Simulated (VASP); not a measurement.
# Te2Pb3Se (P-3m1) in VASP: further runs

Runs on Te2Pb3Se. Level: PBE. Tasks: relaxation of shape and atoms at fixed volume.

All numbers are computed with VASP 6.6.1; they aren't measurements. Logs are shortened: lines on timing, memory, paths and dates and some standing lists are left out, and cuts for length are marked.

### 1 The cell of the first run

It takes space group P-3m1 (No. 164, trigonal). Conventional cell: a = 4.420 Å, b = 4.420 Å, c = 10.822 Å, α = 90.00°, β = 90.00°, γ = 120.00°. Te (site symmetry 3m) has 6 Pb at 3.17 Å within 4.2 Å. Within 4.0 Å of Pb (site symmetry 3m) lie 3 Se at 3.04 Å and 3 Te at 3.17 Å. Pb (site symmetry -3m) has 6 Te at 3.17 Å within 4.2 Å. Se (site symmetry -3m) has 6 Pb at 3.04 Å within 4.0 Å.

### 2 Relaxation of shape and atoms at fixed volume, PBE (volume scaled by 0.91)

File INCAR:

```
SYSTEM = Te2Pb3Se
  ALGO = Normal
  EDIFF = 1E-6
  EDIFFG = -0.01
  ENCUT = 600
  GGA = PE
  IBRION = 2
  ISIF = 4
  ISMEAR = 0
  LASPH = .True.
  LCHARG = .False.
  LREAL = .False.
  LWAVE = .False.
  NELM = 100
  NSW = 50
  PREC = Accurate
  SIGMA = 0.02
```

File KPOINTS:

```
k-points
0
Gamma
  6 6 4
  0 0 0
```

File POSCAR:

```
Te2Pb3Se
1.0
    4.4200001634      0.0000000000      0.0000000000
   -2.2100000817      3.8278324262      0.0000000000
    0.0000000000      0.0000000000     10.8220292701
Te Pb Se
2 3 1
Direct
    0.3333333333      0.6666666667      0.6736211409
    0.6666666667      0.3333333333      0.3263788591
    0.6666666667      0.3333333333      0.8477263621
    0.0000000000      0.0000000000      0.5000000000
    0.3333333333      0.6666666667      0.1522736379
    0.0000000000      0.0000000000      0.0000000000
```

Potentials or basis: VASP PAW PBE potentials, release 64 (Te, Pb_d, Se).

Started as:

```bash
$ cat potpaw_PBE.64/Te/POTCAR potpaw_PBE.64/Pb_d/POTCAR potpaw_PBE.64/Se/POTCAR > POTCAR
$ mpirun -np 1 vasp_std > vasp.out
```

OUTCAR:

```text
SYSTEM = Te2Pb3Se
   EDIFF = 1E-6
   EDIFFG = -0.01
   ENCUT = 600
   GGA = PE
   IBRION = 2
   ISIF = 4
   ISMEAR = 0
   LASPH = .True.
   LREAL = .False.
   NELM = 100
   NSW = 50
   PREC = Accurate

 ion  position               nearest neighbor table
   1  0.333  0.667  0.674-   4 3.17   4 3.17   4 3.17   3 3.17   3 3.17   3 3.17
   2  0.667  0.333  0.326-   4 3.17   4 3.17   4 3.17   5 3.17   5 3.17   5 3.17
   3  0.667  0.333  0.848-   6 3.04   6 3.04   6 3.04   1 3.17   1 3.17   1 3.17
   4  0.000  0.000  0.500-   1 3.17   2 3.17   1 3.17   2 3.17   2 3.17   1 3.17
   5  0.333  0.667  0.152-   6 3.04   6 3.04   6 3.04   2 3.17   2 3.17   2 3.17
   6  0.000  0.000  0.000-   3 3.04   5 3.04   5 3.04   3 3.04   3 3.04   5 3.04

  LATTYP: Found a hexagonal cell.
 ALAT       =     4.4200001634
 C/A-ratio  =     2.4484228213

  Lattice vectors:

 A1 = (   4.4200001634,   0.0000000000,   0.0000000000)
 A2 = (  -2.2100000817,   3.8278324262,   0.0000000000)
 A3 = (   0.0000000000,   0.0000000000,  10.8220292701)

Analysis of symmetry for initial positions (statically):
=====================================================================
 Subroutine PRICEL returns:
 Original cell was already a primitive cell.

 Routine SETGRP: Setting up the symmetry group for a
 hexagonal supercell.

 Subroutine GETGRP returns: Found 12 space group operations
 (whereof 12 operations were pure point group operations)
 out of a pool of 24 trial point group operations.

The static configuration has the point symmetry D_3d.

Analysis of symmetry for dynamics (positions and initial velocities):
=====================================================================
 Subroutine PRICEL returns:
 Original cell was already a primitive cell.

 Routine SETGRP: Setting up the symmetry group for a
 hexagonal supercell.

 Subroutine GETGRP returns: Found 12 space group operations
 (whereof 12 operations were pure point group operations)
 out of a pool of 24 trial point group operations.

The dynamic configuration has the point symmetry D_3d.

 Subroutine INISYM returns: Found 12 space group operations
 (whereof 12 operations are pure point group operations),
 and found     1 'primitive' translations

----------------------------------------------------------------------------------------

                                     Primitive cell

  volume of cell :     183.0981

  direct lattice vectors                    reciprocal lattice vectors
     4.420000163  0.000000000  0.000000000     0.226244336  0.130622228  0.000000000
    -2.210000082  3.827832426  0.000000000     0.000000000  0.261244456  0.000000000
     0.000000000  0.000000000 10.822029270     0.000000000  0.000000000  0.092404112

  length of vectors
     4.420000163  4.420000163 10.822029270     0.261244456  0.261244456  0.092404112

  position of ions in fractional coordinates (direct lattice)
     0.333333333  0.666666667  0.673621141
     0.666666667  0.333333333  0.326378859
     0.666666667  0.333333333  0.847726362
     0.000000000  0.000000000  0.500000000
     0.333333333  0.666666667  0.152273638
     0.000000000  0.000000000  0.000000000

  ion indices of the primitive-cell ions
   primitive index   ion index
                 1           1
                 2           2
                 3           3
                 4           4
                 5           5
                 6           6

----------------------------------------------------------------------------------------

 KPOINTS: k-points
[... 76 lines left out ...]
   TEBEG  =    0.0;   TEEND  =   0.0 temperature during run
   PSTRESS=    0.0 pullay stress
   NELECT =      60.0000    total number of electrons
   NUPDOWN=      -1.0000    fix difference up-down
   EMIN   =  10.00;   EMAX   =-10.00  energy-range for DOS
   EFERMI =   0.00;   METHOD = LEGACY
   ISMEAR =     0;   SIGMA  =   0.02  broadening in eV -4-tet -1-fermi 0-gaus
   EFERMI_NEDOS =   21; number of points for ismear=-14 and -15
   IALGO  =     38    algorithm
   IMIX   =      4    mixing-type and parameters
     AMIX     =   0.40;   BMIX     =  1.00
     AMIX_MAG =   1.60;   BMIX_MAG =  1.00
  volume/ion in A,a.u.               =      30.52       205.93
  Fermi-wavevector in a.u.,A,eV,Ry     =   1.128662  2.132862 17.332165  1.273878
  Thomas-Fermi vector in A             =   2.265353
   LORBIT       =      0    0 simple, 1 ext, 2 COOP (PROOUT), +10 PAW based schemes
   GGA     = PE    functional components
   LHFCALC =     F    Hartree Fock is set to
   AEXX    =    0.0000 exact exchange contribution
   IVDW    =     0    specifies the selected vdW correction
   LEPSILON=     F    determine dielectric tensor
   LRPA    =     F    only Hartree local field effects (RPA)
 conjugate gradient relaxation of ions
 non-spin polarized calculation
 Gauss-broadening in eV      SIGMA  =   0.02
  energy-cutoff  :      600.00
  volume of cell :      183.10
 maximum number of plane-waves:      6145
 NGX is ok and might be reduce to    36
   NGX = 17   NGY = 17   NGZ = 43

--------------------------------------- Ionic step        1  -------------------------------------------

 number of electron      59.9999990 magnetization

 Free energy of the ion-electron system (eV)
  ---------------------------------------------------
  ext. energy  EPLUGINS =         0.00000000
  ---------------------------------------------------
  free energy    TOTEN  =       -22.95789209 eV

  energy without entropy =      -22.95789209  energy(sigma->0) =      -22.95789209

------------------------ aborting loop because EDIFF is reached ----------------------------------------

  FORCE on cell =-STRESS in cart. coord.  units (eV):
  Direction    XX          YY          ZZ          XY          YZ          ZX
  --------------------------------------------------------------------------------------
  -------------------------------------------------------------------------------------
  Total        5.4685229      5.4685229      5.4547030     -0.0000000      0.0000000      0.0000000
  in kB       47.8516273     47.8516273     47.7306980     -0.0000000      0.0000000      0.0000000
  external PRESSURE =      47.8113176 kB  Pullay stress =       0.0000000 kB

 VOLUME and BASIS-vectors are now :
 -----------------------------------------------------------------------------
  energy-cutoff  :      600.00
  volume of cell :      183.10
      direct lattice vectors                 reciprocal lattice vectors
     4.420000163  0.000000000  0.000000000     0.226244336  0.130622228  0.000000000
    -2.210000082  3.827832426  0.000000000     0.000000000  0.261244456  0.000000000
     0.000000000  0.000000000 10.822029270     0.000000000  0.000000000  0.092404112

 POSITION                                       TOTAL-FORCE (eV/Angst)
 -----------------------------------------------------------------------------------
     -0.00000      2.55189      7.28995        -0.000000     -0.000000      0.001910
      2.21000      1.27594      3.53208        -0.000000      0.000000     -0.001910
      2.21000      1.27594      9.17412         0.000000      0.000000      0.010761
      0.00000      0.00000      5.41101        -0.000000      0.000000      0.000000
     -0.00000      2.55189      1.64791         0.000000      0.000000     -0.010761
      0.00000      0.00000      0.00000        -0.000000      0.000000      0.000000
 -----------------------------------------------------------------------------------
    total drift:                                0.000000     -0.000000      0.000000

  FREE ENERGIE OF THE ION-ELECTRON SYSTEM (eV)
  ---------------------------------------------------
  free  energy   TOTEN  =       -22.9578920915 eV

  energy  without entropy=      -22.9578920915  energy(sigma->0) =      -22.95789209

--------------------------------------- Ionic step        2  -------------------------------------------

 number of electron      59.9999990 magnetization

 Free energy of the ion-electron system (eV)
  ---------------------------------------------------
  ext. energy  EPLUGINS =         0.00000000
  ---------------------------------------------------
  free energy    TOTEN  =       -22.95790343 eV

  energy without entropy =      -22.95790343  energy(sigma->0) =      -22.95790343

 E-fermi :   6.2414     XC(G=0):  -9.5967

 val. band max:        6.1197872116   @ k =   0.0000   0.0000   0.5000
 cond. band min:       6.5757144434   @ k =   0.5000  -0.0000   0.5000
 fundamental gap:      0.4559272318
 Fermi energy:         6.2413682073

 k-point     1 :       0.0000    0.0000    0.0000
  band No.  band energies     occupation
      1     -10.7769      2.00000
      2     -10.7769      2.00000
      3     -10.7693      2.00000
      4     -10.7693      2.00000
      5     -10.7579      2.00000
      6     -10.7579      2.00000
[... 925 lines left out ...]
     35      10.2696      0.00000
     36      10.8864      0.00000

------------------------ aborting loop because EDIFF is reached ----------------------------------------

  FORCE on cell =-STRESS in cart. coord.  units (eV):
  Direction    XX          YY          ZZ          XY          YZ          ZX
  --------------------------------------------------------------------------------------
  -------------------------------------------------------------------------------------
  Total        5.4750572      5.4750572      5.4402043     -0.0000000      0.0000000      0.0000000
  in kB       47.9088051     47.9088051     47.6038287     -0.0000000      0.0000000      0.0000000
  external PRESSURE =      47.8071463 kB  Pullay stress =       0.0000000 kB

 VOLUME and BASIS-vectors are now :
 -----------------------------------------------------------------------------
  energy-cutoff  :      600.00
  volume of cell :      183.10
      direct lattice vectors                 reciprocal lattice vectors
     4.420163884  0.000000000  0.000000000     0.226235956  0.130617390  0.000000000
    -2.210081942  3.827974212  0.000000000     0.000000000  0.261234780  0.000000000
     0.000000000  0.000000000 10.821227603     0.000000000 -0.000000000  0.092410957

 POSITION                                       TOTAL-FORCE (eV/Angst)
 -----------------------------------------------------------------------------------
     -0.00000      2.55198      7.28950        -0.000000      0.000000      0.002721
      2.21008      1.27599      3.53173         0.000000     -0.000000     -0.002721
      2.21008      1.27599      9.17396        -0.000000      0.000000      0.005635
      4.42016      0.00000      5.41061        -0.000000      0.000000      0.000000
     -0.00000      2.55198      1.64727         0.000000      0.000000     -0.005635
      4.42016      0.00000      0.00000        -0.000000      0.000000      0.000000
 -----------------------------------------------------------------------------------
    total drift:                                0.000000      0.000000      0.000000

  FREE ENERGIE OF THE ION-ELECTRON SYSTEM (eV)
  ---------------------------------------------------
  free  energy   TOTEN  =       -22.9579034291 eV

  energy  without entropy=      -22.9579034291  energy(sigma->0) =      -22.95790343

 reached required accuracy - stopping structural energy minimisation
```

It took 6.5 min on 1 thread of Intel Xeon 6975P-C, shared host; peak memory 0.47 GiB.

What came out:

* Free energy: -22.9579 eV
* Energy gained by relaxing: 0.0 meV/atom
* Ionic steps: 2
* Pressure after relaxing: 4.8 GPa
* Largest force after relaxing: 0.006 eV/Å
* Band gap on the k mesh: 0.46 eV, indirect (least direct gap 0.48 eV)

Forces on the atoms (eV/Å):
```
Te   0.000  0.000  0.003
Te   0.000  0.000 -0.003
Pb   0.000  0.000  0.006
Pb   0.000  0.000  0.000
Pb   0.000  0.000 -0.006
Se   0.000  0.000  0.000
```

Final structure:
```cif
data_structure
_symmetry_space_group_name_H-M 'P 1'
_symmetry_Int_Tables_number 1
_cell_length_a 4.4202
_cell_length_b 4.4202
_cell_length_c 10.8212
_cell_angle_alpha 90.000
_cell_angle_beta 90.000
_cell_angle_gamma 120.000
_cell_volume 183.10
loop_
_atom_site_label
_atom_site_type_symbol
_atom_site_fract_x
_atom_site_fract_y
_atom_site_fract_z
_atom_site_occupancy
Te1 Te 0.33333 0.66667 0.67363 1
Te2 Te 0.66667 0.33333 0.32637 1
Pb1 Pb 0.66667 0.33333 0.84777 1
Pb2 Pb 0.00000 0.00000 0.50000 1
Pb3 Pb 0.33333 0.66667 0.15223 1
Se1 Se 0.00000 0.00000 0.00000 1
```

Levels at points of the mesh, in eV from the valence-band top:
| k point | band 27 | band 28 | band 29 | band 30 | band 31 | band 32 | band 33 | band 34 |
| --- | --- | --- | --- | --- | --- | --- | --- | --- |
| (0.00, 0.00, 0.00) | -1.16 | -1.16 | -0.57 | -0.55 | 1.30 | 1.52 | 1.82 | 1.82 |
| (0.50, 0.00, 0.00) | -2.15 | -1.83 | -1.50 | -1.47 | 2.01 | 2.06 | 2.37 | 2.62 |
| (0.00, 0.00, 0.50) | -1.17 | -1.06 | -1.06 | 0.00 | 0.51 | 1.25 | 1.25 | 2.92 |
| (0.50, 0.00, 0.50) | -2.67 | -1.26 | -1.21 | -0.02 | 0.46 | 1.26 | 1.28 | 3.51 |

Caveat: spin-orbit coupling is left out, which moves the levels of the heavy elements.

### 3 Relaxation of shape and atoms at fixed volume, PBE (volume scaled by 0.94)

File INCAR:

```
SYSTEM = Te2Pb3Se
PREC = Accurate ; ENCUT = 600
EDIFF = 1E-6 ; ISMEAR = 0
SIGMA = 0.02 ; LREAL = .False.
LASPH = .True. ; NELM = 60
ALGO = Normal ; ISIF = 4
LWAVE = .False. ; LCHARG = .False.
GGA = PE ; IBRION = 2
NSW = 50 ; EDIFFG = -0.01
```

File KPOINTS:

```
regular mesh
0
Gamma
  6 6 4
  0 0 0
```

File POSCAR:

```
Te2Pb3Se
1.0
    4.4671633211      0.0000000000      0.0000000000
   -2.2335816605      3.8686769189      0.0000000000
    0.0000000000      0.0000000000     10.9439997605
Te Pb Se
2 3 1
Direct
    0.3333333333      0.6666666667      0.6733831135
    0.6666666667      0.3333333333      0.3266168865
    0.6666666667      0.3333333333      0.8473269858
    0.0000000000      0.0000000000      0.5000000000
    0.3333333333      0.6666666667      0.1526730142
    0.0000000000      0.0000000000      0.0000000000
```

Potentials or basis: VASP PAW PBE potentials, release 64 (Te, Pb_d, Se).

Started as:

```bash
$ cat potpaw_PBE.64/Te/POTCAR potpaw_PBE.64/Pb_d/POTCAR potpaw_PBE.64/Se/POTCAR > POTCAR
$ mpirun -np 1 vasp_std > vasp.out
```

Run time: 6.5 min. Hardware: 1 thread of Intel Xeon 6975P-C, shared host; peak memory 0.47 GiB.

Results (log left out):

```yaml
Free_energy: -23.1024 eV
Energy_gained_by_relaxing: 0.0 meV/atom
Ionic_steps: 3
Pressure_after_relaxing: 2.9 GPa
Largest_force_after_relaxing: 0.009 eV/Å
Band_gap_on_the_k_mesh: 0.54 eV, indirect (least direct gap 0.56 eV)
```

Forces on the atoms (eV/Å):
```
Te   0.000  0.000  0.009
Te   0.000  0.000 -0.009
Pb   0.000  0.000 -0.002
Pb   0.000  0.000  0.000
Pb   0.000  0.000  0.002
Se   0.000  0.000  0.000
```

Final structure:
```cif
data_structure
_symmetry_space_group_name_H-M 'P 1'
_symmetry_Int_Tables_number 1
_cell_length_a 4.4678
_cell_length_b 4.4678
_cell_length_c 10.9410
_cell_angle_alpha 90.000
_cell_angle_beta 90.000
_cell_angle_gamma 120.000
_cell_volume 189.13
loop_
_atom_site_label
_atom_site_type_symbol
_atom_site_fract_x
_atom_site_fract_y
_atom_site_fract_z
_atom_site_occupancy
Te1 Te 0.33333 0.66667 0.67343 1
Te2 Te 0.66667 0.33333 0.32657 1
Pb1 Pb 0.66667 0.33333 0.84763 1
Pb2 Pb 0.00000 0.00000 0.50000 1
Pb3 Pb 0.33333 0.66667 0.15237 1
Se1 Se 0.00000 0.00000 0.00000 1
```

Levels at points of the mesh, in eV from the valence-band top:
```tsv
k point	band 27	band 28	band 29	band 30	band 31	band 32	band 33	band 34
(0.00, 0.00, 0.00)	-1.03	-1.03	-0.52	-0.51	1.34	1.57	1.90	1.90
(0.50, 0.00, 0.00)	-1.98	-1.66	-1.39	-1.37	2.04	2.10	2.42	2.66
(0.00, 0.00, 0.50)	-1.08	-0.94	-0.94	0.00	0.60	1.35	1.35	2.94
(0.50, 0.00, 0.50)	-2.50	-1.13	-1.08	-0.02	0.54	1.36	1.38	3.62
```

Caveat: spin-orbit coupling is left out, which moves the levels of the heavy elements. A k mesh can miss the band edges.

(Part 1 of 2 ends here.)
